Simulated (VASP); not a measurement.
# Ir (Fd-3m) in VASP: a series of runs

Runs on Ir. Level: PBE. Tasks: relaxation of cell and atoms.

Everything below comes from runs of VASP 6.6.1. Logs are shortened: lines on timing, memory, paths and dates and some standing lists are left out, and cuts for length are marked.

### Step 1. The cell of the first run

It takes space group Fd-3m (No. 227, cubic). The conventional cell has a = 5.270 Å, b = 5.270 Å, c = 5.270 Å, α = 90.00°, β = 90.00°, γ = 90.00°. Ir (site symmetry -43m) has 4 Ir at 2.28 Å within 3.0 Å.

This isn't the form of Ir at room conditions, which is fcc.

### Step 2. Relaxation of cell and atoms, PBE, target pressure 5 GPa, at which the enthalpy is minimised

Contents of INCAR:

```
SYSTEM = Ir
  PREC = Accurate
  ENCUT = 500
  EDIFF = 1E-7
  ISMEAR = -1
  SIGMA = 0.1
  LREAL = .FALSE.
  LASPH = .TRUE.
  NELM = 120
  ALGO = Normal
  ISIF = 3
  LWAVE = .FALSE.
  LCHARG = .FALSE.
  GGA = PE
  IBRION = 2
  NSW = 60
  EDIFFG = -0.03
  PSTRESS = 50.0
  GGA_COMPAT = .FALSE.
  NELMIN = 4
```

Contents of KPOINTS:

```
regular mesh
0
G
  7 7 7
  0 0 0
```

Contents of POSCAR:

```
Ir
1.0
    0.0000000000      2.6350000000      2.6350000000
    2.6350000000      0.0000000000      2.6350000000
    2.6350000000      2.6350000000      0.0000000000
Ir
2
Direct
    1.0000000000      1.0000000000      1.0000000000
    0.2500000000      0.2500000000      0.2500000000
```

Potentials or basis: VASP PAW PBE potentials, release 64 (Ir).

Launch:

```sh
$ cat potpaw_PBE.64/Ir/POTCAR > POTCAR
$ mpirun -np 1 vasp_std > vasp.out
```

OUTCAR:

```text
SYSTEM = Ir
   PREC = Accurate
   ENCUT = 500
   EDIFF = 1E-7
   ISMEAR = -1
   LREAL = .FALSE.
   LASPH = .TRUE.
   NELM = 120
   ISIF = 3
   GGA = PE
   IBRION = 2
   NSW = 60
   EDIFFG = -0.03
   PSTRESS = 50.0
   NELMIN = 4

 ion  position               nearest neighbor table
   1  0.000  0.000  0.000-   2 2.28   2 2.28   2 2.28   2 2.28
   2  0.250  0.250  0.250-   1 2.28   1 2.28   1 2.28   1 2.28

  LATTYP: Found a face centered cubic cell.
 ALAT       =     5.2700000000

  Lattice vectors:

 A1 = (   0.0000000000,   2.6350000000,   2.6350000000)
 A2 = (   2.6350000000,   0.0000000000,   2.6350000000)
 A3 = (   2.6350000000,   2.6350000000,   0.0000000000)

Analysis of symmetry for initial positions (statically):
=====================================================================
 Subroutine PRICEL returns:
 Original cell was already a primitive cell.

 Routine SETGRP: Setting up the symmetry group for a
 face centered cubic supercell.

 Subroutine GETGRP returns: Found 48 space group operations
 (whereof 24 operations were pure point group operations)
 out of a pool of 48 trial point group operations.

The static configuration has the point symmetry T_d .
 The point group associated with its full space group is O_h .

Analysis of symmetry for dynamics (positions and initial velocities):
=====================================================================
 Subroutine PRICEL returns:
 Original cell was already a primitive cell.

 Routine SETGRP: Setting up the symmetry group for a
 face centered cubic supercell.

 Subroutine GETGRP returns: Found 48 space group operations
 (whereof 24 operations were pure point group operations)
 out of a pool of 48 trial point group operations.

The dynamic configuration has the point symmetry T_d .
 The point group associated with its full space group is O_h .

 Subroutine INISYM returns: Found 48 space group operations
 (whereof 24 operations are pure point group operations),
 and found     1 'primitive' translations

----------------------------------------------------------------------------------------

                                     Primitive cell

  volume of cell :      36.5908

  direct lattice vectors                    reciprocal lattice vectors
     0.000000000  2.635000000  2.635000000    -0.189753321  0.189753321  0.189753321
     2.635000000  0.000000000  2.635000000     0.189753321 -0.189753321  0.189753321
     2.635000000  2.635000000  0.000000000     0.189753321  0.189753321 -0.189753321

  length of vectors
     3.726452737  3.726452737  3.726452737     0.328662392  0.328662392  0.328662392

  position of ions in fractional coordinates (direct lattice)
[... 88 lines left out ...]
   EFERMI =   0.00;   METHOD = LEGACY
   ISMEAR =    -1;   SIGMA  =   0.10  broadening in eV -4-tet -1-fermi 0-gaus
   EFERMI_NEDOS =   21; number of points for ismear=-14 and -15
   IALGO  =     38    algorithm
   IMIX   =      4    mixing-type and parameters
     AMIX     =   0.40;   BMIX     =  1.00
     AMIX_MAG =   1.60;   BMIX_MAG =  1.00
  volume/ion in A,a.u.               =      18.30       123.46
  Fermi-wavevector in a.u.,A,eV,Ry     =   1.292335  2.442159 22.723489  1.670129
  Thomas-Fermi vector in A             =   2.424049
   LORBIT       =      0    0 simple, 1 ext, 2 COOP (PROOUT), +10 PAW based schemes
   GGA     = PE    functional components
   LHFCALC =     F    Hartree Fock is set to
   AEXX    =    0.0000 exact exchange contribution
   IVDW    =     0    specifies the selected vdW correction
   LEPSILON=     F    determine dielectric tensor
   LRPA    =     F    only Hartree local field effects (RPA)
 conjugate gradient relaxation of ions
 non-spin polarized calculation
  energy-cutoff  :      500.00
  volume of cell :       36.59
 maximum number of plane-waves:       950
   NGX = 13   NGY = 13   NGZ = 13

--------------------------------------- Ionic step        1  -------------------------------------------

 number of electron      18.0000001 magnetization

 Free energy of the ion-electron system (eV)
  ---------------------------------------------------
  ext. energy  EPLUGINS =         0.00000000
  ---------------------------------------------------
  free energy    TOTEN  =       -14.97818945 eV

  energy without entropy =      -14.92330789  energy(sigma->0) =      -14.95074867

------------------------ aborting loop because EDIFF is reached ----------------------------------------

  FORCE on cell =-STRESS in cart. coord.  units (eV):
  Direction    XX          YY          ZZ          XY          YZ          ZX
  --------------------------------------------------------------------------------------
  -------------------------------------------------------------------------------------
  Total       10.0492848     10.0492848     10.0492848      0.0000000      0.0000000      0.0000000
  in kB      440.0214853    440.0214853    440.0214853      0.0000000      0.0000000      0.0000000
  external PRESSURE =     390.0214853 kB  Pullay stress =      50.0000000 kB
[... 25 lines left out ...]
--------------------------------------- Ionic step        2  -------------------------------------------

 number of electron      18.0000005 magnetization

 E-fermi :   1.1970     XC(G=0):  -9.0165

 val. band max:        1.1548832018   @ k =   0.4286   0.2857   0.0000
 cond. band min:       1.2331091928   @ k =  -0.4286   0.2857   0.1429
 fundamental gap:      0.0782259909
 Fermi energy:         1.1970038137

 k-point     1 :       0.0000    0.0000    0.0000
  band No.  band energies     occupation
      1      -4.0935      2.00000
      2      -1.5224      2.00000
      3      -1.5224      2.00000
      4      -1.5157      2.00000
      5      -1.5157      2.00000
      6      -1.5157      2.00000
      7       0.2629      1.99982
      8       0.2629      1.99982
      9       0.2629      1.99982
     10       1.4463      0.15271
     11       1.4463      0.15271
     12       9.4711      0.00000
     13      10.4168      0.00000
[... 415 lines left out ...]
--------------------------------------- Ionic step        5  -------------------------------------------

 number of electron      18.0000000 magnetization

 Free energy of the ion-electron system (eV)
  ---------------------------------------------------
  ext. energy  EPLUGINS =         0.00000000
  ---------------------------------------------------
  free energy    TOTEN  =       -15.72831336 eV

  energy without entropy =      -15.66611841  energy(sigma->0) =      -15.69721589

 E-fermi :   5.5237     XC(G=0): -11.3031

 val. band max:        5.4635879054   @ k =   0.4286   0.2857   0.0000
 cond. band min:       5.5497679333   @ k =   0.4286   0.1429   0.0000
 fundamental gap:      0.0861800280
 Fermi energy:         5.5236726855

 k-point     1 :       0.0000    0.0000    0.0000
  band No.  band energies     occupation
      1      -2.6555      2.00000
      2       0.2964      2.00000
      3       0.2964      2.00000
      4       0.7282      2.00000
      5       0.7282      2.00000
      6       0.7282      2.00000
      7       3.7166      2.00000
      8       3.7166      2.00000
      9       3.7166      2.00000
     10       6.3495      0.00052
     11       6.3495      0.00052
     12      16.4728      0.00000
     13      16.5483      0.00000
[... 335 lines left out ...]
  energy  without entropy=      -15.6661184077  energy(sigma->0) =      -15.69721589

  enthalpy is  TOTEN    =       -14.4171818993 eV   P V=        1.3111314652

 reached required accuracy - stopping structural energy minimisation
```

OSZICAR:

```text
N       E                     dE             d eps       ncg     rms          rms(c)
DAV:   1     0.158341941102E+03    0.15834E+03   -0.79852E+03   520   0.128E+03
DAV:   2    -0.801625932559E+01   -0.16636E+03   -0.15385E+03   525   0.362E+02
DAV:   3    -0.156645133562E+02   -0.76483E+01   -0.74018E+01   654   0.842E+01
[... 51 lines left out ...]
DAV:   3    -0.157283014412E+02    0.14942E-03   -0.85323E-04   684   0.304E-01    0.622E-02
DAV:   4    -0.157283149572E+02   -0.13516E-04   -0.81301E-05   545   0.888E-02    0.971E-03
DAV:   5    -0.157283132333E+02    0.17239E-05   -0.10114E-05   596   0.358E-02    0.311E-03
DAV:   6    -0.157283133609E+02   -0.12768E-06   -0.44368E-07   570   0.565E-03    0.624E-04
DAV:   7    -0.157283133644E+02   -0.34956E-08   -0.21063E-08   260   0.196E-03
   5 F= -.14417182E+02 E0= -.14386084E+02  d E =-.580901E+00
```

CONTCAR:

```text
Ir
   1.00000000000000
    -0.0000000000000000    2.7592154136477092    2.7592154136477092
     2.7592154136477092   -0.0000000000000000    2.7592154136477092
     2.7592154136477092    2.7592154136477092   -0.0000000000000000
  Ir
     2
Direct
     0.0000000000000000    0.0000000000000000    0.0000000000000000
     0.2500000000000000    0.2500000000000000    0.2500000000000000

  0.00000000E+00  0.00000000E+00  0.00000000E+00
  0.00000000E+00  0.00000000E+00  0.00000000E+00
```

Wall time 29 s (1 thread of AMD EPYC 9R45 (Zen 5), shared host); peak memory 0.13 GiB.

Results:

```yaml
Free_energy: -15.7283 eV
Relaxed_volume: 21.01 Å³/atom
Relaxed_cell: a = 3.902 Å, b = 3.902 Å, c = 3.902 Å, α = 60.00°, β = 60.00°, γ = 60.00°
Space_group_after_relaxing_to_0.1_Å: Fd-3m (No. 227)
Energy_change_on_relaxing_the_run_minimises_the_enthalpy: -375.1 meV/atom
Ionic_steps: 5
Pressure_after_relaxing: 5.0 GPa
Band_gap_on_the_k_mesh: zero (bands 9 and 10 overlap by 1.47 eV)
```

Step by step:
| step | energy change (eV) | largest force (eV/Å) | pressure (GPa) | volume (Å³) |
| --- | --- | --- | --- | --- |
| 1 | 0.0000 | 0.0000 | 44.00 | 36.59 |
| 2 | 2.0389 | 0.0000 | -25.50 | 65.61 |
| 3 | -0.7667 | 0.0000 | -0.35 | 43.20 |
| 4 | -0.7562 | 0.0000 | 3.95 | 42.23 |
| 5 | -0.7501 | 0.0000 | 5.01 | 42.01 |

Final structure:
```
Ir
1.0
     0.00000    2.75922    2.75922
     2.75922    0.00000    2.75922
     2.75922    2.75922    0.00000
Ir
2
Direct
  0.00000 0.00000 0.00000
  0.25000 0.25000 0.25000
```

Caveat: the cell is relaxed towards a set pressure, so the run minimises the enthalpy, not the energy; spin-orbit coupling is left out, which moves the levels of the heavy elements.

### Step 3. Relaxation of cell and atoms, PBE, target pressure 10 GPa, at which the enthalpy is minimised

Contents of INCAR:

```
  ALGO = Normal
  EDIFF = 1E-7
  EDIFFG = -0.03
  ENCUT = 500
  GGA = PE
  GGA_COMPAT = F
  IBRION = 2
  ISIF = 3
  ISMEAR = -1
  LASPH = T
  LCHARG = F
  LREAL = F
  LWAVE = F
  NELM = 120
  NELMIN = 4
  NSW = 60
  PREC = Accurate
  PSTRESS = 100.0
  SIGMA = 0.1
```

Contents of KPOINTS:

```
k-points
0
Gamma
  7 7 7
```

POSCAR is that of step 2.

Potentials or basis: VASP PAW PBE potentials, release 64 (Ir).

Launch:

```sh
$ cat potpaw_PBE.64/Ir/POTCAR > POTCAR
$ mpirun -np 1 vasp_std > vasp.out
```

Run time: 28 s. Hardware: 1 thread of AMD EPYC 9R45 (Zen 5), shared host; peak memory 0.13 GiB.

It converged, with:

* Free energy: -15.6839 eV
* Relaxed volume: 20.53 Å³/atom
* Relaxed cell: a = 3.872 Å, b = 3.872 Å, c = 3.872 Å, α = 60.00°, β = 60.00°, γ = 60.00°
* Space group after relaxing (to 0.1 Å): Fd-3m (No. 227)
* Energy change on relaxing (the run minimises the enthalpy): -352.9 meV/atom
* Ionic steps: 5
* Pressure after relaxing: 10.0 GPa
* Band gap on the k mesh: zero (bands 9 and 10 overlap by 1.51 eV)

Step by step:
```
step  energy change (eV)  largest force (eV/Å)  pressure (GPa)  volume (Å³)
   1              0.0000                0.0000           44.00        36.59
   2              1.3401                0.0000          -25.68        61.24
   3             -0.7477                0.0000            5.37        41.94
   4             -0.7136                0.0000            9.28        41.19
   5             -0.7057                0.0000           10.00        41.06
```

Final structure:
```cif
data_structure
_symmetry_space_group_name_H-M 'P 1'
_symmetry_Int_Tables_number 1
_cell_length_a 3.8723
_cell_length_b 3.8723
_cell_length_c 3.8723
_cell_angle_alpha 60.000
_cell_angle_beta 60.000
_cell_angle_gamma 60.000
_cell_volume 41.06
loop_
_atom_site_label
_atom_site_type_symbol
_atom_site_fract_x
_atom_site_fract_y
_atom_site_fract_z
_atom_site_occupancy
Ir1 Ir 0.00000 0.00000 0.00000 1
Ir2 Ir 0.25000 0.25000 0.25000 1
```

Levels at points of the mesh, in eV from the Fermi level:
| k point | band 6 | band 7 | band 8 | band 9 | band 10 | band 11 | band 12 | band 13 |
| --- | --- | --- | --- | --- | --- | --- | --- | --- |
| (0.00, 0.00, 0.00) | -4.93 | -1.86 | -1.86 | -1.86 | 0.87 | 0.87 | 11.04 | 11.10 |

Caveat: the cell is relaxed towards a set pressure, so the run minimises the enthalpy, not the energy; spin-orbit coupling is left out, which moves the levels of the heavy elements.

### Step 4. Relaxation of cell and atoms, PBE, target pressure 20 GPa, at which the enthalpy is minimised

Contents of INCAR:

```
  PREC = Accurate
  ENCUT = 500
  EDIFF = 1E-7
  ISMEAR = -1
  SIGMA = 0.1
  LREAL = F
  LASPH = T
  NELM = 120
  ALGO = Normal
  ISIF = 3
  LWAVE = F
  LCHARG = F
  GGA = PE
  IBRION = 2
  NSW = 60
  EDIFFG = -0.03
  PSTRESS = 200.0
  GGA_COMPAT = F
  NELMIN = 4
```

Contents of KPOINTS:

```
Automatic mesh
0
Gamma
  7 7 7
```

POSCAR is that of step 3.

Launch:

```sh
$ cat potpaw_PBE.64/Ir/POTCAR > POTCAR
$ mpirun -np 1 vasp_std > vasp.out
```

It took 28 s on 1 thread of AMD EPYC 9R45 (Zen 5), shared host; peak memory 0.13 GiB.

It converged, with:

- Free energy: -15.5326 eV
- Relaxed volume: 19.71 Å³/atom
- Relaxed cell: a = 3.820 Å, b = 3.820 Å, c = 3.820 Å, α = 60.00°, β = 60.00°, γ = 60.00°
- Space group after relaxing (to 0.1 Å): Fd-3m (No. 227)
- Energy change on relaxing (the run minimises the enthalpy): -277.2 meV/atom
- Ionic steps: 5
- Pressure after relaxing: 20.1 GPa
- Band gap on the k mesh: zero (bands 9 and 10 overlap by 1.56 eV)

Step by step:
```csv
step,energy change (eV),largest force (eV/Å),pressure (GPa),volume (Å³)
1,0.0000,0.0000,44.00,36.59
2,0.0946,0.0000,-22.25,53.11
3,-0.6056,0.0000,17.19,39.87
4,-0.5618,0.0000,19.73,39.49
5,-0.5544,0.0000,20.14,39.43
```

Final structure:
```xyz
2
Lattice="0.0000 2.7014 2.7014 2.7014 0.0000 2.7014 2.7014 2.7014 0.0000" Properties=species:S:1:pos:R:3 pbc="T T T"
Ir    0.0000    0.0000    0.0000
Ir    1.3507    1.3507    1.3507
```

Levels at points of the mesh, in eV from the Fermi level:
```tsv
k point	band 5	band 6	band 7	band 8	band 9	band 10	band 11	band 12	band 13
(0.00, 0.00, 0.00)	-5.16	-5.16	-1.97	-1.97	-1.97	0.96	0.96	11.22	11.23
```

Caveat: the cell is relaxed towards a set pressure, so the run minimises the enthalpy, not the energy; spin-orbit coupling is left out, which moves the levels of the heavy elements.

### Step 5. Overview

| cell | gap on the mesh (eV) | pressure (GPa) |
| --- | --- | --- |
| relaxed to 5 GPa | none | 5.0 |
| relaxed to 10 GPa | none | 10.0 |
| relaxed to 20 GPa | none | 20.1 |

Alike in all rows: task relaxation of cell and atoms; level PBE; potentials or basis VASP PAW PBE potentials, release 64 (Ir); no spin polarisation; k mesh 7 × 7 × 7; cutoff (eV) 500; smearing fermi-dirac 0.1 eV.

Caveats: the cell is relaxed towards a set pressure, so the run minimises the enthalpy, not the energy; spin-orbit coupling is left out, which moves the levels of the heavy elements.

Total energies depend on the potentials used, so only differences within one code and one set of settings carry meaning.
